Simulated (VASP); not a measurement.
# PbF2 in VASP: a series of runs

PbF2 is run at these levels: LDA, PBE; tasks: single point.

All numbers are computed with VASP 6.6.1; they aren't measurements. Logs are shortened: lines on timing, memory, paths and dates and some standing lists are left out, and cuts for length are marked.

### Step 1. The cell of the first run

Symmetry: Fm-3m, No. 225, cubic system. The conventional cell has a = 5.785 Å, b = 5.785 Å, c = 5.785 Å, α = 90.00°, β = 90.00°, γ = 90.00°. Pb (site symmetry m-3m) has 8 F at 2.50 Å within 3.3 Å. Within 3.3 Å of F (site symmetry -43m) lie 4 Pb at 2.50 Å and 6 F at 2.89 Å.

### Step 2. Single point, LDA (strained)

The input, INCAR:

```
SYSTEM = PbF2
  PREC = Accurate
  ENCUT = 520
  EDIFF = 1E-7
  ISMEAR = 0
  SIGMA = 0.02
  LREAL = .FALSE.
  LASPH = .TRUE.
  NELM = 80
  ALGO = Normal
  ISIF = 2
  LWAVE = .FALSE.
  LCHARG = .FALSE.
  GGA = CA
  NBANDS = 21
```

The input, KPOINTS:

```
Automatic mesh
0
G
  8 8 8
  0 0 0
```

The input, POSCAR:

```
PbF2
1.0
    0.0000000000      2.8923963120      2.8923963120
    2.8923963120      0.0000000000      2.8923963120
    2.8923963120      2.8923963120      0.0000000000
Pb F
1 2
Direct
    0.0000000000      0.0000000000      0.0000000000
    0.2500000000      0.2500000000      0.2500000000
    0.7500000000      0.7500000000      0.7500000000
```

Potentials or basis: VASP PAW LDA potentials, release 64 (Pb_d, F).

Run with:

```bash
cat potpaw_LDA.64/Pb_d/POTCAR potpaw_LDA.64/F/POTCAR > POTCAR
mpirun -np 1 vasp_std > vasp.out
```

OUTCAR:

```text
SYSTEM = PbF2
   PREC = Accurate
   ENCUT = 520
   EDIFF = 1E-7
   ISMEAR = 0
   LREAL = .FALSE.
   LASPH = .TRUE.
   NELM = 80
   ISIF = 2
   GGA = CA

 ion  position               nearest neighbor table
   1  0.000  0.000  0.000-   3 2.50   3 2.50   2 2.50   3 2.50   2 2.50   2 2.50   3 2.50   2 2.50

   2  0.250  0.250  0.250-   1 2.50   1 2.50   1 2.50   1 2.50
   3  0.750  0.750  0.750-   1 2.50   1 2.50   1 2.50   1 2.50

  LATTYP: Found a face centered cubic cell.
 ALAT       =     5.7847926240

  Lattice vectors:

 A1 = (   0.0000000000,   2.8923963120,   2.8923963120)
 A2 = (   2.8923963120,   0.0000000000,   2.8923963120)
 A3 = (   2.8923963120,   2.8923963120,   0.0000000000)

Analysis of symmetry for initial positions (statically):
=====================================================================
 Subroutine PRICEL returns:
 Original cell was already a primitive cell.

 Routine SETGRP: Setting up the symmetry group for a
 face centered cubic supercell.

 Subroutine GETGRP returns: Found 48 space group operations
 (whereof 48 operations were pure point group operations)
 out of a pool of 48 trial point group operations.

The static configuration has the point symmetry O_h .

Analysis of symmetry for dynamics (positions and initial velocities):
=====================================================================
 Subroutine PRICEL returns:
 Original cell was already a primitive cell.

 Routine SETGRP: Setting up the symmetry group for a
 face centered cubic supercell.

 Subroutine GETGRP returns: Found 48 space group operations
 (whereof 48 operations were pure point group operations)
 out of a pool of 48 trial point group operations.

The dynamic configuration has the point symmetry O_h .

 Subroutine INISYM returns: Found 48 space group operations
 (whereof 48 operations are pure point group operations),
 and found     1 'primitive' translations

----------------------------------------------------------------------------------------

                                     Primitive cell

  volume of cell :      48.3953

  direct lattice vectors                    reciprocal lattice vectors
     0.000000000  2.892396312  2.892396312    -0.172867044  0.172867044  0.172867044
     2.892396312  0.000000000  2.892396312     0.172867044 -0.172867044  0.172867044
     2.892396312  2.892396312  0.000000000     0.172867044  0.172867044 -0.172867044

  length of vectors
     4.090466092  4.090466092  4.090466092     0.299414503  0.299414503  0.299414503

  position of ions in fractional coordinates (direct lattice)
     0.000000000  0.000000000  0.000000000
     0.250000000  0.250000000  0.250000000
     0.750000000  0.750000000  0.750000000

  ion indices of the primitive-cell ions
   primitive index   ion index
                 1           1
                 2           2
                 3           3

----------------------------------------------------------------------------------------

 KPOINTS: Automatic mesh

Automatic generation of k-mesh.
 Grid dimensions read from file:
 generate k-points for:    8    8    8

 Generating k-lattice:

  Cartesian coordinates                     Fractional coordinates (reciprocal lattice)
    -0.021608380  0.021608380  0.021608380     0.125000000  0.000000000  0.000000000
     0.021608380 -0.021608380  0.021608380     0.000000000  0.125000000  0.000000000
     0.021608380  0.021608380 -0.021608380     0.000000000  0.000000000  0.125000000

  Length of vectors
     0.037426813  0.037426813  0.037426813

  Shift w.r.t. Gamma in fractional coordinates (k-lattice)
     0.000000000  0.000000000  0.000000000

 Subroutine IBZKPT returns following result:
 ===========================================

 Found     29 irreducible k-points:

 Following reciprocal coordinates:
            Coordinates               Weight
  0.000000  0.000000  0.000000      1.000000
  0.125000  0.000000  0.000000      8.000000
  0.250000  0.000000  0.000000      8.000000
  0.375000  0.000000  0.000000      8.000000
  0.500000  0.000000  0.000000      4.000000
  0.125000  0.125000  0.000000      6.000000
[... 16 lines left out ...]
  0.500000  0.250000  0.125000     48.000000
 -0.375000  0.250000  0.125000     24.000000
 [... further k-points ...]
   k-points           NKPTS =     29   k-points in BZ     NKDIM =     29   number of bands    NBANDS=     21
   number of dos      NEDOS =    301   number of ions     NIONS =      3
   total plane-waves  NPLWV =  27000
   dimension x,y,z NGX =    30 NGY =   30 NGZ =   30
   dimension x,y,z NGXF=    60 NGYF=   60 NGZF=   60
   ions per type =               1   2
   NGX,Y,Z   is equivalent  to a cutoff of  12.19, 12.19, 12.19 a.u.
   NGXF,Y,Z  is equivalent  to a cutoff of  24.39, 24.39, 24.39 a.u.
 SYSTEM =  PbF2
   PREC   = accura    normal or accurate (medium, high low for compatibility)
   ISTART =      0    job   : 0-new  1-cont  2-samecut
   ICHARG =      2    charge: 1-file 2-atom 10-const
   ISPIN  =      1    spin polarized calculation?
   LNONCOLLINEAR =      F non collinear calculations
   LSORBIT =      F    spin-orbit coupling
   LASPH  =      T    aspherical Exc in radial PAW
   ENCUT  =  520.0 eV  38.22 Ry    6.18 a.u.   7.61  7.61  7.61*2*pi/ulx,y,z
   NELM   =     80;   NELMIN=  2; NELMDL= -5     # of ELM steps
   EDIFF  = 0.1E-06   stopping-criterion for ELM
   LREAL  =      F    real-space projection
   EDIFFG = 0.1E-05   stopping-criterion for IOM
   NSW    =      0    number of steps for IOM
   IBRION =     -1    ionic relax: 0-MD 1-quasi-New 2-CG
   NFREE  =      0    steps in history (QN), initial steepest desc. (CG)
   ISIF   =      2    stress and relaxation
   ISYM   =      2    0-nonsym 1-usesym 2-fastsym
   POTIM  = 0.5000    time-step for ionic-motion
   TEBEG  =    0.0;   TEEND  =   0.0 temperature during run
   PSTRESS=    0.0 pullay stress
   NELECT =      28.0000    total number of electrons
   NUPDOWN=      -1.0000    fix difference up-down
   EMIN   =  10.00;   EMAX   =-10.00  energy-range for DOS
   EFERMI =   0.00;   METHOD = LEGACY
   ISMEAR =     0;   SIGMA  =   0.02  broadening in eV -4-tet -1-fermi 0-gaus
   EFERMI_NEDOS =   21; number of points for ismear=-14 and -15
   IALGO  =     38    algorithm
   IMIX   =      4    mixing-type and parameters
     AMIX     =   0.40;   BMIX     =  1.00
     AMIX_MAG =   1.60;   BMIX_MAG =  1.00
  volume/ion in A,a.u.               =      16.13       108.86
  Fermi-wavevector in a.u.,A,eV,Ry     =   1.364142  2.577855 25.318871  1.860885
  Thomas-Fermi vector in A             =   2.490484
   LORBIT       =      0    0 simple, 1 ext, 2 COOP (PROOUT), +10 PAW based schemes
   GGA     = CA    functional components
   LHFCALC =     F    Hartree Fock is set to
   AEXX    =    0.0000 exact exchange contribution
   IVDW    =     0    specifies the selected vdW correction
   LEPSILON=     F    determine dielectric tensor
   LRPA    =     F    only Hartree local field effects (RPA)
 non-spin polarized calculation
 Gauss-broadening in eV      SIGMA  =   0.02
  energy-cutoff  :      520.00
  volume of cell :       48.40
 maximum number of plane-waves:      1323
   NGX = 15   NGY = 15   NGZ = 15

 number of electron      27.9999969 magnetization

 Free energy of the ion-electron system (eV)
  ---------------------------------------------------
  ext. energy  EPLUGINS =         0.00000000
  ---------------------------------------------------
  free energy    TOTEN  =       -15.95028971 eV

  energy without entropy =      -15.95028971  energy(sigma->0) =      -15.95028971

 E-fermi :   2.6242     XC(G=0): -10.4336

 val. band max:        2.4647588496   @ k =  -0.2500   0.5000   0.2500
 cond. band min:       6.6597253568   @ k =   0.5000   0.5000   0.0000
 fundamental gap:      4.1949665071
 Fermi energy:         2.6242307969

 k-point     1 :       0.0000    0.0000    0.0000
  band No.  band energies     occupation
      1     -18.8921      2.00000
      2     -18.0715      2.00000
      3     -12.0084      2.00000
      4     -12.0084      2.00000
      5     -12.0084      2.00000
      6     -11.8945      2.00000
[... 13 lines left out ...]
     20      17.4261      0.00000
     21      20.0691      0.00000

 k-point     2 :       0.1250    0.0000    0.0000
  band No.  band energies     occupation
      1     -18.8533      2.00000
      2     -18.1084      2.00000
      3     -11.9990      2.00000
      4     -11.9990      2.00000
      5     -11.9609      2.00000
      6     -11.8948      2.00000
[... 13 lines left out ...]
     20      16.9933      0.00000
     21      19.3718      0.00000

 k-point     3 :       0.2500    0.0000    0.0000
  band No.  band energies     occupation
      1     -18.7487      2.00000
      2     -18.2040      2.00000
      3     -11.9818      2.00000
      4     -11.9818      2.00000
      5     -11.8899      2.00000
      6     -11.8899      2.00000
[... 13 lines left out ...]
     20      16.4043      0.00000
     21      18.1477      0.00000

 k-point     4 :       0.3750    0.0000    0.0000
  band No.  band energies     occupation
      1     -18.6150      2.00000
      2     -18.3229      2.00000
      3     -11.9741      2.00000
      4     -11.9741      2.00000
      5     -11.8749      2.00000
      6     -11.8749      2.00000
[... 13 lines left out ...]
     20      16.0738      0.00000
     21      17.2022      0.00000

 k-point     5 :       0.5000    0.0000    0.0000
  band No.  band energies     occupation
      1     -18.5183      2.00000
      2     -18.4126      2.00000
      3     -11.9735      2.00000
      4     -11.9735      2.00000
      5     -11.8660      2.00000
      6     -11.8660      2.00000
[... 13 lines left out ...]
     20      15.9828      0.00000
     21      16.8687      0.00000
[... 382 lines left out ...]
     20      18.7610      0.00000
     21      19.6234      0.00000

 k-point    22 :       0.3750    0.2500    0.1250
  band No.  band energies     occupation
      1     -18.6736      2.00000
      2     -18.2665      2.00000
      3     -11.9504      2.00000
      4     -11.9431      2.00000
      5     -11.9084      2.00000
      6     -11.8705      2.00000
[... 13 lines left out ...]
     20      17.8934      0.00000
     21      18.7465      0.00000

 k-point    23 :       0.5000    0.2500    0.1250
  band No.  band energies     occupation
      1     -18.5667      2.00000
      2     -18.3579      2.00000
      3     -11.9359      2.00000
      4     -11.9337      2.00000
      5     -11.8896      2.00000
      6     -11.8496      2.00000
[... 13 lines left out ...]
     20      18.4917      0.00000
     21      18.9315      0.00000

 k-point    24 :      -0.3750    0.2500    0.1250
  band No.  band energies     occupation
      1     -18.4849      2.00000
      2     -18.4319      2.00000
      3     -11.9342      2.00000
      4     -11.9328      2.00000
      5     -11.8730      2.00000
      6     -11.8407      2.00000
[... 13 lines left out ...]
     20      18.7684      0.00000
     21      18.9811      0.00000

 [... further k-points ...]

------------------------ aborting loop because EDIFF is reached ----------------------------------------

  FORCE on cell =-STRESS in cart. coord.  units (eV):
  Direction    XX          YY          ZZ          XY          YZ          ZX
  --------------------------------------------------------------------------------------
  -------------------------------------------------------------------------------------
  Total        0.3984140      0.3984140      0.3984140     -0.0000000     -0.0000000      0.0000000
  in kB       13.1899081     13.1899081     13.1899081     -0.0000000     -0.0000000      0.0000000
  external PRESSURE =      13.1899081 kB  Pullay stress =       0.0000000 kB

 VOLUME and BASIS-vectors are now :
 -----------------------------------------------------------------------------
  energy-cutoff  :      520.00
  volume of cell :       48.40
      direct lattice vectors                 reciprocal lattice vectors
     0.000000000  2.892396312  2.892396312    -0.172867044  0.172867044  0.172867044
     2.892396312  0.000000000  2.892396312     0.172867044 -0.172867044  0.172867044
     2.892396312  2.892396312  0.000000000     0.172867044  0.172867044 -0.172867044

 POSITION                                       TOTAL-FORCE (eV/Angst)
 -----------------------------------------------------------------------------------
      0.00000      0.00000      0.00000        -0.000000     -0.000000     -0.000000
      1.44620      1.44620      1.44620        -0.000000     -0.000000     -0.000000
      4.33859      4.33859      4.33859         0.000000      0.000000      0.000000
 -----------------------------------------------------------------------------------
    total drift:                                0.000000     -0.000000      0.000000

  FREE ENERGIE OF THE ION-ELECTRON SYSTEM (eV)
  ---------------------------------------------------
  free  energy   TOTEN  =       -15.9502897099 eV

  energy  without entropy=      -15.9502897099  energy(sigma->0) =      -15.95028971
```

It took 20 s on 1 thread of AMD EPYC 7R43 (Zen 3), shared host; peak memory 0.13 GiB.

Results:

```
Free energy            : -15.9503 eV
Pressure               : 1.3 GPa
Band gap on the k mesh : 4.19 eV (least direct gap 4.36 eV)
```

Levels at points of the mesh, in eV from the valence-band top:
```
           k point  band 12  band 13  band 14  band 15  band 16  band 17
(0.00, 0.00, 0.00)    -2.49    -2.49    -2.49     6.61     6.61     6.61
(0.50, 0.00, 0.00)    -2.65    -2.65    -0.07     4.77     7.71     7.71
(0.50, 0.50, 0.00)    -1.99    -1.99    -0.17     4.19     7.99     7.99
```

Caveat: the cell differs from its parent crystal (strained); spin-orbit coupling is left out, which moves the levels of the heavy elements.

[end of part 1 of 2]
